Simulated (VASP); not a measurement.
# Pt (R-3m) in VASP: notebook

Runs on Pt. Level: r2SCAN. Tasks: single point.

Everything below comes from runs of VASP 6.6.1. Logs are shortened: lines on timing, memory, paths and dates and some standing lists are left out, and cuts for length are marked.

### Step 1. The cell of the first run

Symmetry: R-3m, No. 166, trigonal system. Conventional cell: a = 3.123 Å, b = 3.123 Å, c = 5.432 Å, α = 90.00°, β = 90.00°, γ = 120.00°. Pt (site symmetry -3m) has 12 Pt at 2.56 to 3.12 Å within 3.4 Å.

### Step 2. Single point, r2SCAN

File POSCAR:

```
Pt
1.0
   -0.4269508168      1.7814154769      1.7814154769
    1.7814154769     -0.4269508168      1.7814154769
    1.7814154769      1.7814154769     -0.4269508168
Pt
1
Direct
    0.0000000000      0.0000000000      0.0000000000
```

File INCAR.step1:

```
PREC = Accurate
ENCUT = 550
ISMEAR = 0
SIGMA = 0.15
LREAL = F
LASPH = T
NELM = 120
NBANDS = 11
GGA = PE
ALGO = Normal
EDIFF = 1E-5
LWAVE = T
LCHARG = F
GGA_COMPAT = F
```

File INCAR.step2:

```
PREC = Accurate
ENCUT = 550
EDIFF = 1E-6
ISMEAR = 0
SIGMA = 0.15
LREAL = F
LASPH = T
NELM = 120
ALGO = Normal
ISIF = 2
LWAVE = F
LCHARG = F
METAGGA = R2SCAN
LMIXTAU = T
NBANDS = 11
ISTART = 1
GGA_COMPAT = F
```

File KPOINTS:

```
regular mesh
0
Gamma
  28 28 28
```

Potentials or basis: VASP PAW PBE potentials, release 64 (Pt).

Run with:

```bash
$ cat potpaw_PBE.64/Pt/POTCAR > POTCAR
$ cp INCAR.step1 INCAR
$ mpirun -np 1 vasp_std > vasp.out
$ cp INCAR.step2 INCAR
$ mpirun -np 1 vasp_std > vasp.out
```

OUTCAR:

```text
PREC = Accurate
   ENCUT = 550
   EDIFF = 1E-6
   ISMEAR = 0
   LREAL = F
   LASPH = T
   NELM = 120
   ISIF = 2
   METAGGA = R2SCAN
   ISTART = 1

 ion  position               nearest neighbor table
   1  0.000  0.000  0.000-

  LATTYP: Found a trigonal (rhomboedric) cell.
 ALAT       =     2.5552239046
 COS(alpha) =     0.2530624440

  Lattice vectors:

 A1 = (  -0.4269508168,   1.7814154769,   1.7814154769)
 A2 = (   1.7814154769,  -0.4269508168,   1.7814154769)
 A3 = (   1.7814154769,   1.7814154769,  -0.4269508168)

Analysis of symmetry for initial positions (statically):
=====================================================================
 Subroutine PRICEL returns:
 Original cell was already a primitive cell.

 Routine SETGRP: Setting up the symmetry group for a
 trigonal (rhombohedral) supercell.

 Subroutine GETGRP returns: Found 12 space group operations
 (whereof 12 operations were pure point group operations)
 out of a pool of 12 trial point group operations.

The static configuration has the point symmetry D_3d.

Analysis of symmetry for dynamics (positions and initial velocities):
=====================================================================
 Subroutine PRICEL returns:
 Original cell was already a primitive cell.

 Routine SETGRP: Setting up the symmetry group for a
 trigonal (rhombohedral) supercell.

 Subroutine GETGRP returns: Found 12 space group operations
 (whereof 12 operations were pure point group operations)
 out of a pool of 12 trial point group operations.

The dynamic configuration has the point symmetry D_3d.

 Subroutine INISYM returns: Found 12 space group operations
 (whereof 12 operations are pure point group operations),
 and found     1 'primitive' translations

----------------------------------------------------------------------------------------

                                     Primitive cell

  volume of cell :      15.2933

  direct lattice vectors                    reciprocal lattice vectors
    -0.426950817  1.781415477  1.781415477    -0.195585707  0.257237723  0.257237723
     1.781415477 -0.426950817  1.781415477     0.257237723 -0.195585707  0.257237723
     1.781415477  1.781415477 -0.426950817     0.257237723  0.257237723 -0.195585707

  length of vectors
     2.555223905  2.555223905  2.555223905     0.413033003  0.413033003  0.413033003

  position of ions in fractional coordinates (direct lattice)
     0.000000000  0.000000000  0.000000000

  ion indices of the primitive-cell ions
   primitive index   ion index
                 1           1

----------------------------------------------------------------------------------------

 KPOINTS: regular mesh

Automatic generation of k-mesh.
 Grid dimensions read from file:
 generate k-points for:   28   28   28

 Generating k-lattice:

  Cartesian coordinates                     Fractional coordinates (reciprocal lattice)
    -0.006985204  0.009187062  0.009187062     0.035714286 -0.000000000 -0.000000000
     0.009187062 -0.006985204  0.009187062    -0.000000000  0.035714286 -0.000000000
     0.009187062  0.009187062 -0.006985204    -0.000000000 -0.000000000  0.035714286

  Length of vectors
     0.014751179  0.014751179  0.014751179

  Shift w.r.t. Gamma in fractional coordinates (k-lattice)
     0.000000000  0.000000000  0.000000000

 Subroutine IBZKPT returns following result:
 ===========================================

 Found   2045 irreducible k-points:

 Following reciprocal coordinates:
            Coordinates               Weight
  0.000000  0.000000  0.000000      1.000000
  0.035714  0.000000  0.000000      6.000000
  0.071429  0.000000  0.000000      6.000000
  0.107143  0.000000  0.000000      6.000000
  0.142857  0.000000 -0.000000      6.000000
  0.178571  0.000000  0.000000      6.000000
[... 16 lines left out ...]
  0.285714  0.035714  0.000000     12.000000
  0.321429  0.035714  0.000000     12.000000
 [... further k-points ...]
   k-points           NKPTS =   2045   k-points in BZ     NKDIM =   2045   number of bands    NBANDS=     11
   number of dos      NEDOS =    301   number of ions     NIONS =      1
   total plane-waves  NPLWV =   8000
   dimension x,y,z NGX =    20 NGY =   20 NGZ =   20
   dimension x,y,z NGXF=    40 NGYF=   40 NGZF=   40
   ions per type =               1
   NGX,Y,Z   is equivalent  to a cutoff of  13.01, 13.01, 13.01 a.u.
   NGXF,Y,Z  is equivalent  to a cutoff of  26.02, 26.02, 26.02 a.u.
 SYSTEM =  unknown system
   PREC   = accura    normal or accurate (medium, high low for compatibility)
   ISTART =      1    job   : 0-new  1-cont  2-samecut
   ICHARG =      0    charge: 1-file 2-atom 10-const
   ISPIN  =      1    spin polarized calculation?
   LNONCOLLINEAR =      F non collinear calculations
   LSORBIT =      F    spin-orbit coupling
   LASPH  =      T    aspherical Exc in radial PAW
   ENCUT  =  550.0 eV  40.42 Ry    6.36 a.u.   4.89  4.89  4.89*2*pi/ulx,y,z
   NELM   =    120;   NELMIN=  2; NELMDL=  0     # of ELM steps
   EDIFF  = 0.1E-05   stopping-criterion for ELM
   LREAL  =      F    real-space projection
   EDIFFG = 0.1E-04   stopping-criterion for IOM
   NSW    =      0    number of steps for IOM
   IBRION =     -1    ionic relax: 0-MD 1-quasi-New 2-CG
   NFREE  =      0    steps in history (QN), initial steepest desc. (CG)
   ISIF   =      2    stress and relaxation
   ISYM   =      2    0-nonsym 1-usesym 2-fastsym
   POTIM  = 0.5000    time-step for ionic-motion
   TEBEG  =    0.0;   TEEND  =   0.0 temperature during run
   PSTRESS=    0.0 pullay stress
   NELECT =      10.0000    total number of electrons
   NUPDOWN=      -1.0000    fix difference up-down
   EMIN   =  10.00;   EMAX   =-10.00  energy-range for DOS
   EFERMI =   0.00;   METHOD = LEGACY
   ISMEAR =     0;   SIGMA  =   0.15  broadening in eV -4-tet -1-fermi 0-gaus
   EFERMI_NEDOS =   21; number of points for ismear=-14 and -15
   IALGO  =     38    algorithm
   IMIX   =      4    mixing-type and parameters
     AMIX     =   0.40;   BMIX     =  1.00
     AMIX_MAG =   1.60;   BMIX_MAG =  1.00
  volume/ion in A,a.u.               =      15.29       103.20
  Fermi-wavevector in a.u.,A,eV,Ry     =   1.420935  2.685178 27.470936  2.019057
  Thomas-Fermi vector in A             =   2.541798
   LORBIT       =      0    0 simple, 1 ext, 2 COOP (PROOUT), +10 PAW based schemes
   METAGGA = R2SCAN    functional components
   LHFCALC =     F    Hartree Fock is set to
   AEXX    =    0.0000 exact exchange contribution
   IVDW    =     0    specifies the selected vdW correction
   LEPSILON=     F    determine dielectric tensor
   LRPA    =     F    only Hartree local field effects (RPA)
 non-spin polarized calculation
 Gauss-broadening in eV      SIGMA  =   0.15
  energy-cutoff  :      550.00
  volume of cell :       15.29
 maximum number of plane-waves:       468
   NGX =  9   NGY =  9   NGZ =  9

 number of electron       9.9999999 magnetization

 Free energy of the ion-electron system (eV)
  ---------------------------------------------------
  ext. energy  EPLUGINS =         0.00000000
  ---------------------------------------------------
  free energy    TOTEN  =       -51.02074207 eV

  energy without entropy =      -51.00925826  energy(sigma->0) =      -51.01500017

 E-fermi :  10.4530     XC(G=0): -14.3508

 val. band max:       10.4527818678   @ k =   0.3929   0.3571   0.2857
 cond. band min:      10.4548908881   @ k =  -0.2857   0.3929   0.2857
 fundamental gap:      0.0021090203
 Fermi energy:        10.4530218937

 k-point     1 :       0.0000    0.0000    0.0000
  band No.  band energies     occupation
      1       0.5409      2.00000
      2       4.6742      2.00000
      3       4.6742      2.00000
      4      10.0086      1.99997
      5      10.2308      1.96385
      6      10.2308      1.96385
      7      26.0815      0.00000
      8      28.9319      0.00000
      9      28.9319      0.00000
     10      36.9048      0.00000
     11      39.9570      0.00000

 k-point     2 :       0.0357    0.0000    0.0000
  band No.  band energies     occupation
      1       0.5873      2.00000
      2       4.6808      2.00000
      3       4.7017      2.00000
      4       9.9954      1.99998
      5      10.2039      1.98116
      6      10.2231      1.96984
      7      26.1285      0.00000
      8      28.7449      0.00000
      9      29.0279      0.00000
     10      37.0216      0.00000
     11      39.2615      0.00000

 k-point     3 :       0.0714    0.0000    0.0000
  band No.  band energies     occupation
      1       0.7239      2.00000
      2       4.6997      2.00000
      3       4.7841      2.00000
      4       9.9567      2.00000
      5      10.1267      1.99791
      6      10.2034      1.98141
      7      26.2385      0.00000
      8      28.2496      0.00000
      9      29.3120      0.00000
     10      37.3442      0.00000
     11      38.1714      0.00000

 k-point     4 :       0.1071    0.0000    0.0000
  band No.  band energies     occupation
      1       0.9428      2.00000
      2       4.7287      2.00000
      3       4.9221      2.00000
      4       9.8973      2.00000
      5      10.0086      1.99997
      6      10.1782      1.99043
      7      26.2433      0.00000
      8      27.6880      0.00000
      9      29.7729      0.00000
     10      37.0213      0.00000
     11      37.8075      0.00000

 k-point     5 :       0.1429    0.0000   -0.0000
  band No.  band energies     occupation
      1       1.2297      2.00000
      2       4.7643      2.00000
      3       5.1176      2.00000
      4       9.8302      2.00000
      5       9.8636      2.00000
      6      10.1517      1.99551
      7      25.7183      0.00000
      8      27.5474      0.00000
      9      30.3922      0.00000
     10      35.8735      0.00000
     11      37.3428      0.00000
[... 211 lines left out ...]
 k-point    21 :       0.2143    0.0357    0.0000
  band No.  band energies     occupation
      1       1.8954      2.00000
      2       4.8569      2.00000
      3       5.7259      2.00000
      4       9.3642      2.00000
      5       9.7042      2.00000
      6      10.1336      1.99740
      7      23.9649      0.00000
      8      28.2254      0.00000
      9      31.9665      0.00000
     10      33.9597      0.00000
     11      36.3935      0.00000

 k-point    22 :       0.2500    0.0357    0.0000
  band No.  band energies     occupation
      1       2.2466      2.00000
      2       4.8890      2.00000
      3       6.0862      2.00000
      4       9.2608      2.00000
      5       9.7024      2.00000
      6      10.1087      1.99883
      7      22.7792      0.00000
      8      28.5346      0.00000
      9      32.7121      0.00000
     10      33.1804      0.00000
     11      36.0457      0.00000

 k-point    23 :       0.2857    0.0357    0.0000
  band No.  band energies     occupation
      1       2.5660      2.00000
      2       4.9104      2.00000
      3       6.5029      2.00000
      4       9.1869      2.00000
      5       9.7765      2.00000
      6      10.0829      1.99952
      7      21.5854      0.00000
      8      28.7326      0.00000
      9      31.9733      0.00000
     10      34.0133      0.00000
     11      35.8955      0.00000

 k-point    24 :       0.3214    0.0357    0.0000
  band No.  band energies     occupation
      1       2.8304      2.00000
      2       4.9192      2.00000
      3       6.9715      2.00000
      4       9.1476      2.00000
      5       9.9248      2.00000
      6      10.0591      1.99980
      7      20.4196      0.00000
      8      28.7817      0.00000
      9      31.1567      0.00000
     10      34.9641      0.00000
     11      35.9626      0.00000

 [... further k-points ...]
[... 5 lines left out ...]
  --------------------------------------------------------------------------------------
  -------------------------------------------------------------------------------------
  Total        2.5947221      2.5947221      2.5947221      1.1328450      1.1328450      1.1328450
  in kB      271.8314894    271.8314894    271.8314894    118.6805057    118.6805057    118.6805057
  external PRESSURE =     271.8314894 kB  Pullay stress =       0.0000000 kB

 VOLUME and BASIS-vectors are now :
 -----------------------------------------------------------------------------
  energy-cutoff  :      550.00
  volume of cell :       15.29
      direct lattice vectors                 reciprocal lattice vectors
    -0.426950817  1.781415477  1.781415477    -0.195585707  0.257237723  0.257237723
     1.781415477 -0.426950817  1.781415477     0.257237723 -0.195585707  0.257237723
     1.781415477  1.781415477 -0.426950817     0.257237723  0.257237723 -0.195585707

 POSITION                                       TOTAL-FORCE (eV/Angst)
 -----------------------------------------------------------------------------------
      0.00000      0.00000      0.00000         0.000000      0.000000     -0.000000
 -----------------------------------------------------------------------------------
    total drift:                                0.000000      0.000000      0.000000

  FREE ENERGIE OF THE ION-ELECTRON SYSTEM (eV)
  ---------------------------------------------------
  free  energy   TOTEN  =       -51.0207420688 eV

  energy  without entropy=      -51.0092582643  energy(sigma->0) =      -51.01500017
```

It took 6 min on 1 thread of Intel Xeon 6975P-C (Granite Rapids), shared host; peak memory 0.45 GiB.

Results:

```yaml
Free_energy: -51.0207 eV
Pressure: 27.2 GPa
Band_gap_on_the_k_mesh: zero (bands 5 and 6 overlap by 4.59 eV)
```

Levels at points of the mesh, in eV from the Fermi level:
```tsv
k point	band 3	band 4	band 5	band 6	band 7	band 8
(0.00, 0.00, 0.00)	-5.78	-0.44	-0.22	-0.22	15.63	18.48
(0.50, 0.00, 0.00)	-1.32	-0.49	-0.49	-0.47	6.16	17.54
(0.50, 0.50, 0.00)	-0.66	-0.45	2.33	3.10	8.45	10.83
(0.50, 0.50, 0.50)	-4.75	2.14	2.14	4.51	12.77	12.96
```

Caveat: the cell stands under pressure; the PAW data sets were made with another functional, which shifts forces and pressure a little; spin-orbit coupling is left out, which moves the levels of the heavy elements.

### Step 3. Single point, r2SCAN

This run uses another cell than the first one, of the same volume but with other edges.

File POSCAR:

```
Pt
1.0
    0.4802235489      2.2371389716      2.2371389716
    2.2371389716      0.4802235489      2.2371389716
    2.2371389716      2.2371389716      0.4802235489
Pt
1
Direct
    0.0000000000      0.0000000000      0.0000000000
```

File INCAR.step1:

```
SYSTEM = Pt
PREC = Accurate
ENCUT = 550
ISMEAR = 0
SIGMA = 0.15
LREAL = .FALSE.
LASPH = .TRUE.
NELM = 120
NBANDS = 11
GGA = PE
ALGO = Normal
EDIFF = 1E-5
LWAVE = .TRUE.
LCHARG = .FALSE.
GGA_COMPAT = .FALSE.
```

File INCAR.step2:

```
SYSTEM = Pt
PREC = Accurate
ENCUT = 550
EDIFF = 1E-6
ISMEAR = 0
SIGMA = 0.15
LREAL = .FALSE.
LASPH = .TRUE.
NELM = 120
ALGO = Normal
ISIF = 2
LWAVE = .FALSE.
LCHARG = .TRUE.
METAGGA = R2SCAN
LMIXTAU = .TRUE.
LELF = .TRUE.
LVHAR = .TRUE.
NBANDS = 11
ISTART = 1
GGA_COMPAT = .FALSE.
```

File KPOINTS:

```
regular mesh
0
G
  28 28 28
  0 0 0
```

Potentials or basis: VASP PAW PBE potentials, release 64 (Pt).

Run with:

```bash
$ cat potpaw_PBE.64/Pt/POTCAR > POTCAR
$ cp INCAR.step1 INCAR
$ mpirun -np 1 vasp_std > vasp.out
$ cp INCAR.step2 INCAR
$ mpirun -np 1 vasp_std > vasp.out
```

Wall time 6 min (1 thread of Intel Xeon 6975P-C (Granite Rapids), shared host); peak memory 0.47 GiB.

Results (log left out):

```
Free energy            : -50.7113 eV
Pressure               : 45.9 GPa
Band gap on the k mesh : zero (bands 5 and 6 overlap by 3.10 eV)
```

Stress tensor (GPa, compression positive):
```
 45.94 -29.65 -29.65
-29.65  45.94 -29.65
-29.65 -29.65  45.94
```

Levels at points of the mesh, in eV from the Fermi level:
```csv
k point,band 3,band 4,band 5,band 6,band 7,band 8
"(0.00, 0.00, 0.00)",-4.08,-4.08,-0.15,-0.15,10.82,18.05
"(0.50, 0.00, 0.00)",-1.64,-1.59,1.45,2.02,9.27,13.21
"(0.50, 0.50, 0.00)",-0.56,-0.09,2.05,2.90,9.25,10.96
"(0.50, 0.50, 0.50)",-4.17,-1.87,0.27,0.27,1.36,17.35
```

Caveat: the cell stands under pressure; the PAW data sets were made with another functional, which shifts forces and pressure a little; spin-orbit coupling is left out, which moves the levels of the heavy elements.
